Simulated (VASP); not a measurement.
# Cl (Im-3m) in VASP: notebook

Cl is run at these levels: r2SCAN; tasks: single point.

All numbers are computed with VASP 6.6.1; they aren't measurements. Logs are shortened: lines on timing, memory, paths and dates and some standing lists are left out, and cuts for length are marked.

### Step 1. The cell of the first run

It takes space group Im-3m (No. 229, cubic). The conventional cell has a = 3.471 Å, b = 3.471 Å, c = 3.471 Å, α = 90.00°, β = 90.00°, γ = 90.00°. Within 4.0 Å of Cl (site symmetry m-3m) lie 14 Cl at 3.01 to 3.47 Å.

### Step 2. Single point, r2SCAN

POSCAR reads:

```
Cl
1.0
    1.7355326984      1.7355326984      1.7355326984
   -1.7355326984      1.7355326984      1.7355326984
   -1.7355326984     -1.7355326984      1.7355326984
Cl
1
Direct
    0.0000000000      0.0000000000      0.0000000000
```

INCAR.step1 reads:

```
PREC = Accurate
ENCUT = 520
ISMEAR = -1
SIGMA = 0.05
LREAL = F
LASPH = T
NELM = 60
NBANDS = 10
GGA = PE
ALGO = Normal
EDIFF = 1E-4
LWAVE = T
LCHARG = F
```

INCAR.step2 reads:

```
PREC = Accurate
ENCUT = 520
EDIFF = 1E-7
ISMEAR = -1
SIGMA = 0.05
LREAL = F
LASPH = T
NELM = 60
ALGO = Normal
ISIF = 2
LWAVE = F
LCHARG = F
METAGGA = R2SCAN
LMIXTAU = T
NBANDS = 10
ISTART = 1
```

KPOINTS reads:

```
regular mesh
0
Gamma
  9 9 9
```

Potentials or basis: VASP PAW PBE potentials, release 64 (Cl).

Run with:

```
cat potpaw_PBE.64/Cl/POTCAR > POTCAR
cp INCAR.step1 INCAR
mpirun -np 1 vasp_std > vasp.out
cp INCAR.step2 INCAR
mpirun -np 1 vasp_std > vasp.out
```

OUTCAR:

```text
PREC = Accurate
   ENCUT = 520
   EDIFF = 1E-7
   ISMEAR = -1
   LREAL = F
   LASPH = T
   NELM = 60
   ISIF = 2
   METAGGA = R2SCAN
   ISTART = 1

 ion  position               nearest neighbor table
   1  0.000  0.000  0.000-

  LATTYP: Found a body centered cubic cell.
 ALAT       =     3.4710653968

  Lattice vectors:

 A1 = (   1.7355326984,  -1.7355326984,  -1.7355326984)
 A2 = (   1.7355326984,   1.7355326984,   1.7355326984)
 A3 = (  -1.7355326984,  -1.7355326984,   1.7355326984)

Analysis of symmetry for initial positions (statically):
=====================================================================
 Subroutine PRICEL returns:
 Original cell was already a primitive cell.

 Routine SETGRP: Setting up the symmetry group for a
 body centered cubic supercell.

 Subroutine GETGRP returns: Found 48 space group operations
 (whereof 48 operations were pure point group operations)
 out of a pool of 48 trial point group operations.

The static configuration has the point symmetry O_h .

Analysis of symmetry for dynamics (positions and initial velocities):
=====================================================================
 Subroutine PRICEL returns:
 Original cell was already a primitive cell.

 Routine SETGRP: Setting up the symmetry group for a
 body centered cubic supercell.

 Subroutine GETGRP returns: Found 48 space group operations
 (whereof 48 operations were pure point group operations)
 out of a pool of 48 trial point group operations.

The dynamic configuration has the point symmetry O_h .

 Subroutine INISYM returns: Found 48 space group operations
 (whereof 48 operations are pure point group operations),
 and found     1 'primitive' translations

----------------------------------------------------------------------------------------

                                     Primitive cell

  volume of cell :      20.9102

  direct lattice vectors                    reciprocal lattice vectors
     1.735532698  1.735532698  1.735532698     0.288095984  0.000000000  0.288095984
    -1.735532698  1.735532698  1.735532698    -0.288095984  0.288095984  0.000000000
    -1.735532698 -1.735532698  1.735532698     0.000000000 -0.288095984  0.288095984

  length of vectors
     3.006030812  3.006030812  3.006030812     0.407429247  0.407429247  0.407429247

  position of ions in fractional coordinates (direct lattice)
     0.000000000  0.000000000  0.000000000

  ion indices of the primitive-cell ions
   primitive index   ion index
                 1           1

----------------------------------------------------------------------------------------

 KPOINTS: regular mesh

Automatic generation of k-mesh.
 Grid dimensions read from file:
 generate k-points for:    9    9    9

 Generating k-lattice:

  Cartesian coordinates                     Fractional coordinates (reciprocal lattice)
     0.032010665  0.000000000  0.032010665     0.111111111  0.000000000  0.000000000
    -0.032010665  0.032010665  0.000000000     0.000000000  0.111111111  0.000000000
     0.000000000 -0.032010665  0.032010665     0.000000000  0.000000000  0.111111111

  Length of vectors
     0.045269916  0.045269916  0.045269916

  Shift w.r.t. Gamma in fractional coordinates (k-lattice)
     0.000000000  0.000000000  0.000000000

 Subroutine IBZKPT returns following result:
 ===========================================

 Found     35 irreducible k-points:

 Following reciprocal coordinates:
            Coordinates               Weight
  0.000000  0.000000  0.000000      1.000000
  0.111111  0.000000  0.000000     12.000000
  0.222222  0.000000  0.000000     12.000000
  0.333333  0.000000  0.000000     12.000000
  0.444444  0.000000  0.000000     12.000000
  0.222222  0.111111  0.000000     24.000000
[... 16 lines left out ...]
  0.111111 -0.444444  0.111111     24.000000
  0.222222 -0.444444  0.111111     24.000000
 [... further k-points ...]
   k-points           NKPTS =     35   k-points in BZ     NKDIM =     35   number of bands    NBANDS=     10
   number of dos      NEDOS =    301   number of ions     NIONS =      1
   total plane-waves  NPLWV =  13824
   dimension x,y,z NGX =    24 NGY =   24 NGZ =   24
   dimension x,y,z NGXF=    48 NGYF=   48 NGZF=   48
   ions per type =               1
   NGX,Y,Z   is equivalent  to a cutoff of  13.27, 13.27, 13.27 a.u.
   NGXF,Y,Z  is equivalent  to a cutoff of  26.55, 26.55, 26.55 a.u.
 SYSTEM =  unknown system
   PREC   = accura    normal or accurate (medium, high low for compatibility)
   ISTART =      1    job   : 0-new  1-cont  2-samecut
   ICHARG =      0    charge: 1-file 2-atom 10-const
   ISPIN  =      1    spin polarized calculation?
   LNONCOLLINEAR =      F non collinear calculations
   LSORBIT =      F    spin-orbit coupling
   LASPH  =      T    aspherical Exc in radial PAW
   ENCUT  =  520.0 eV  38.22 Ry    6.18 a.u.   5.59  5.59  5.59*2*pi/ulx,y,z
   NELM   =     60;   NELMIN=  2; NELMDL=  0     # of ELM steps
   EDIFF  = 0.1E-06   stopping-criterion for ELM
   LREAL  =      F    real-space projection
   EDIFFG = 0.1E-05   stopping-criterion for IOM
   NSW    =      0    number of steps for IOM
   IBRION =     -1    ionic relax: 0-MD 1-quasi-New 2-CG
   NFREE  =      0    steps in history (QN), initial steepest desc. (CG)
   ISIF   =      2    stress and relaxation
   ISYM   =      2    0-nonsym 1-usesym 2-fastsym
   POTIM  = 0.5000    time-step for ionic-motion
   TEBEG  =    0.0;   TEEND  =   0.0 temperature during run
   PSTRESS=    0.0 pullay stress
   NELECT =       7.0000    total number of electrons
   NUPDOWN=      -1.0000    fix difference up-down
   EMIN   =  10.00;   EMAX   =-10.00  energy-range for DOS
   EFERMI =   0.00;   METHOD = LEGACY
   ISMEAR =    -1;   SIGMA  =   0.05  broadening in eV -4-tet -1-fermi 0-gaus
   EFERMI_NEDOS =   21; number of points for ismear=-14 and -15
   IALGO  =     38    algorithm
   IMIX   =      4    mixing-type and parameters
     AMIX     =   0.40;   BMIX     =  1.00
     AMIX_MAG =   1.60;   BMIX_MAG =  1.00
  volume/ion in A,a.u.               =      20.91       141.11
  Fermi-wavevector in a.u.,A,eV,Ry     =   1.136723  2.148095 17.580626  1.292140
  Thomas-Fermi vector in A             =   2.273428
   LORBIT       =      0    0 simple, 1 ext, 2 COOP (PROOUT), +10 PAW based schemes
   METAGGA = R2SCAN    functional components
   LHFCALC =     F    Hartree Fock is set to
   AEXX    =    0.0000 exact exchange contribution
   IVDW    =     0    specifies the selected vdW correction
   LEPSILON=     F    determine dielectric tensor
   LRPA    =     F    only Hartree local field effects (RPA)
 non-spin polarized calculation
  energy-cutoff  :      520.00
  volume of cell :       20.91
 maximum number of plane-waves:       579
   NGX = 11   NGY = 11   NGZ = 11

 number of electron       6.9999999 magnetization

 Free energy of the ion-electron system (eV)
  ---------------------------------------------------
  ext. energy  EPLUGINS =         0.00000000
  ---------------------------------------------------
  free energy    TOTEN  =        -5.21428591 eV

  energy without entropy =       -5.19507857  energy(sigma->0) =       -5.20468224

 E-fermi :   1.6508     XC(G=0): -10.1335

 val. band max:        1.6417825888   @ k =  -0.4444   0.2222   0.0000
 cond. band min:       1.6532428895   @ k =   0.1111   0.3333   0.1111
 fundamental gap:      0.0114603008
 Fermi energy:         1.6508093496

 k-point     1 :       0.0000    0.0000    0.0000
  band No.  band energies     occupation
      1     -14.5288      2.00000
      2       2.3692      0.00000
      3       2.3692      0.00000
      4       2.3692      0.00000
      5      12.5770      0.00000
      6      16.5664      0.00000
      7      16.5664      0.00000
      8      16.5664      0.00000
      9      19.5157      0.00000
     10      19.5157      0.00000

 k-point     2 :       0.1111    0.0000    0.0000
  band No.  band energies     occupation
      1     -14.3586      2.00000
      2       1.6018      1.45466
      3       2.1558      0.00008
      4       2.3424      0.00000
      5      13.2424      0.00000
      6      16.0112      0.00000
      7      16.3230      0.00000
      8      17.2856      0.00000
      9      18.7835      0.00000
     10      19.4148      0.00000

 k-point     3 :       0.2222    0.0000    0.0000
  band No.  band energies     occupation
      1     -13.8886      2.00000
      2      -0.0823      2.00000
      3       1.6669      0.84088
      4       2.2729      0.00001
      5      13.4150      0.00000
      6      14.9435      0.00000
      7      16.5777      0.00000
      8      19.1198      0.00000
      9      19.2648      0.00000
     10      19.4663      0.00000

 k-point     4 :       0.3333    0.0000    0.0000
  band No.  band energies     occupation
      1     -13.2636      2.00000
      2      -1.7977      2.00000
      3       1.1790      1.99984
      4       2.1906      0.00004
      5      12.2956      0.00000
      6      14.0344      0.00000
      7      18.3227      0.00000
      8      20.0530      0.00000
      9      20.3927      0.00000
     10      22.0994      0.00000
[... 222 lines left out ...]
 k-point    22 :       0.1111    0.4444    0.1111
  band No.  band energies     occupation
      1     -13.0709      2.00000
      2      -1.8225      2.00000
      3       0.7374      2.00000
      4       1.4303      1.97598
      5      13.8660      0.00000
      6      14.2711      0.00000
      7      16.9567      0.00000
      8      20.2486      0.00000
      9      20.6542      0.00000
     10      24.6440      0.00000

 k-point    23 :       0.1111   -0.4444    0.1111
  band No.  band energies     occupation
      1     -12.6616      2.00000
      2      -2.5045      2.00000
      3       0.1182      2.00000
      4       1.2875      1.99860
      5      13.3572      0.00000
      6      14.1246      0.00000
      7      18.8710      0.00000
      8      20.9111      0.00000
      9      21.4275      0.00000
     10      25.6231      0.00000

 k-point    24 :       0.2222   -0.4444    0.1111
  band No.  band energies     occupation
      1     -12.6720      2.00000
      2      -2.0986      2.00000
      3      -0.1885      2.00000
      4       0.8738      2.00000
      5      14.1323      0.00000
      6      15.1122      0.00000
      7      17.2872      0.00000
      8      20.7832      0.00000
      9      21.5415      0.00000
     10      26.4206      0.00000

 [... further k-points ...]
[... 5 lines left out ...]
  --------------------------------------------------------------------------------------
  -------------------------------------------------------------------------------------
  Total       -0.0214790     -0.0214790     -0.0214790     -0.0000000     -0.0000000     -0.0000000
  in kB       -1.6457558     -1.6457558     -1.6457558     -0.0000000     -0.0000000     -0.0000000
  external PRESSURE =      -1.6457558 kB  Pullay stress =       0.0000000 kB

 VOLUME and BASIS-vectors are now :
 -----------------------------------------------------------------------------
  energy-cutoff  :      520.00
  volume of cell :       20.91
      direct lattice vectors                 reciprocal lattice vectors
     1.735532698  1.735532698  1.735532698     0.288095984  0.000000000  0.288095984
    -1.735532698  1.735532698  1.735532698    -0.288095984  0.288095984  0.000000000
    -1.735532698 -1.735532698  1.735532698     0.000000000 -0.288095984  0.288095984

 POSITION                                       TOTAL-FORCE (eV/Angst)
 -----------------------------------------------------------------------------------
      0.00000      0.00000      0.00000        -0.000000      0.000000      0.000000
 -----------------------------------------------------------------------------------
    total drift:                                0.000000     -0.000000      0.000000

  FREE ENERGIE OF THE ION-ELECTRON SYSTEM (eV)
  ---------------------------------------------------
  free  energy   TOTEN  =        -5.2142859093 eV

  energy  without entropy=       -5.1950785745  energy(sigma->0) =       -5.20468224
```

It took 12 s on 1 thread of Intel Xeon 6975P-C (Granite Rapids), shared host; peak memory 0.13 GiB.

Results:

| Quantity | Value |
| --- | --- |
| Free energy | -5.2143 eV |
| Pressure | -0.2 GPa |

Caveat: the PAW data sets were made with another functional, which shifts forces and pressure a little; an odd number of electrons without spin polarisation forces a metal; a magnetic or distorted state may lie lower.

### Step 3. Single point, r2SCAN

This run uses another cell than the first one, of 20.60 Å³/atom, 0.985 times its volume.

POSCAR reads:

```
Cl
1.0
    1.7268112813      1.7268112813      1.7268112813
   -1.7268112813      1.7268112813      1.7268112813
   -1.7268112813     -1.7268112813      1.7268112813
Cl
1
Direct
    0.0000000000      0.0000000000      0.0000000000
```

INCAR.step1 reads:

```
ALGO = Normal
EDIFF = 1E-4
ENCUT = 520
GGA = PE
ISMEAR = -1
LASPH = T
LCHARG = F
LREAL = F
LWAVE = T
NBANDS = 10
NELM = 80
PREC = Accurate
SIGMA = 0.05
```

INCAR.step2 reads:

```
ALGO = Normal
EDIFF = 1E-6
ENCUT = 520
ISIF = 2
ISMEAR = -1
ISTART = 1
LASPH = T
LCHARG = F
LMIXTAU = T
LREAL = F
LWAVE = F
METAGGA = R2SCAN
NBANDS = 10
NELM = 80
PREC = Accurate
SIGMA = 0.05
```

KPOINTS reads:

```
k-points
0
Gamma
  9 9 9
```

Potentials or basis: VASP PAW PBE potentials, release 64 (Cl).

Run with:

```
cat potpaw_PBE.64/Cl/POTCAR > POTCAR
cp INCAR.step1 INCAR
mpirun -np 1 vasp_std > vasp.out
cp INCAR.step2 INCAR
mpirun -np 1 vasp_std > vasp.out
```

Wall time 10 s (1 thread of Intel Xeon 6975P-C (Granite Rapids), shared host); peak memory 0.13 GiB.

The run converged. Its results:

```
Free energy : -5.2138 eV
Pressure    : 0.4 GPa
```

Levels at points of the mesh, in eV from the Fermi level:
```tsv
k point	band 1	band 2	band 3	band 4	band 5	band 6	band 7	band 8	band 9
(0.00, 0.00, 0.00)	-16.29	0.74	0.74	0.74	11.05	14.91	14.91	14.91	17.90
```

Caveat: the PAW data sets were made with another functional, which shifts forces and pressure a little; an odd number of electrons without spin polarisation forces a metal; a magnetic or distorted state may lie lower.

### Step 4. Single point, r2SCAN

This run uses another cell than the first one, of 21.22 Å³/atom, 1.015 times its volume.

POSCAR reads:

```
Cl
1.0
    1.7441673315      1.7441673315      1.7441673315
   -1.7441673315      1.7441673315      1.7441673315
   -1.7441673315     -1.7441673315      1.7441673315
Cl
1
Direct
    0.0000000000      0.0000000000      0.0000000000
```

INCAR.step1 reads:

```
SYSTEM = Cl
ALGO = Normal
EDIFF = 1E-4
ENCUT = 520
GGA = PE
ISMEAR = -1
LASPH = .TRUE.
LCHARG = .FALSE.
LREAL = .FALSE.
LWAVE = .TRUE.
NBANDS = 10
NELM = 80
PREC = Accurate
SIGMA = 0.05
```

INCAR.step2 reads:

```
SYSTEM = Cl
ALGO = Normal
EDIFF = 1E-7
ENCUT = 520
ISIF = 2
ISMEAR = -1
ISTART = 1
LASPH = .TRUE.
LCHARG = .FALSE.
LMIXTAU = .TRUE.
LREAL = .FALSE.
LWAVE = .FALSE.
METAGGA = R2SCAN
NBANDS = 10
NELM = 80
PREC = Accurate
SIGMA = 0.05
```

KPOINTS reads:

```
k-points
0
G
  9 9 9
  0 0 0
```

Run with:

```
cat potpaw_PBE.64/Cl/POTCAR > POTCAR
cp INCAR.step1 INCAR
mpirun -np 1 vasp_std > vasp.out
cp INCAR.step2 INCAR
mpirun -np 1 vasp_std > vasp.out
```

It took 10 s on 1 thread of Intel Xeon 6975P-C (Granite Rapids), shared host; peak memory 0.13 GiB.

The run converged. Its results:

| Property | Result |
| --- | --- |
| Free energy | -5.2136 eV |
| Pressure | -0.7 GPa |

Levels at points of the mesh, in eV from the Fermi level:
```csv
k point,band 1,band 2,band 3,band 4,band 5,band 6,band 7,band 8,band 9
"(0.00, 0.00, 0.00)",-16.08,0.70,0.70,0.70,10.81,14.92,14.92,14.92,17.83
```

Caveat: the PAW data sets were made with another functional, which shifts forces and pressure a little; an odd number of electrons without spin polarisation forces a metal; a magnetic or distorted state may lie lower.

### Step 5. Overview

```tsv
cell	gap on the mesh (eV)	pressure (GPa)
a = 3.006 Å, angles 70.5, 109.5, 70.5°, 1 atom	none	-0.2
a = 2.991 Å, angles 70.5, 109.5, 70.5°, 1 atom	none	0.4
a = 3.021 Å, angles 70.5, 109.5, 70.5°, 1 atom	none	-0.7
```

Alike in all rows: task single point; level r2SCAN; potentials or basis VASP PAW PBE potentials, release 64 (Cl); no spin polarisation; k mesh 9 × 9 × 9; cutoff (eV) 520; smearing fermi-dirac 0.05 eV.

Caveats: the PAW data sets were made with another functional, which shifts forces and pressure a little; an odd number of electrons without spin polarisation forces a metal; a magnetic or distorted state may lie lower.

Total energies depend on the potentials used, so only differences within one code and one set of settings carry meaning.
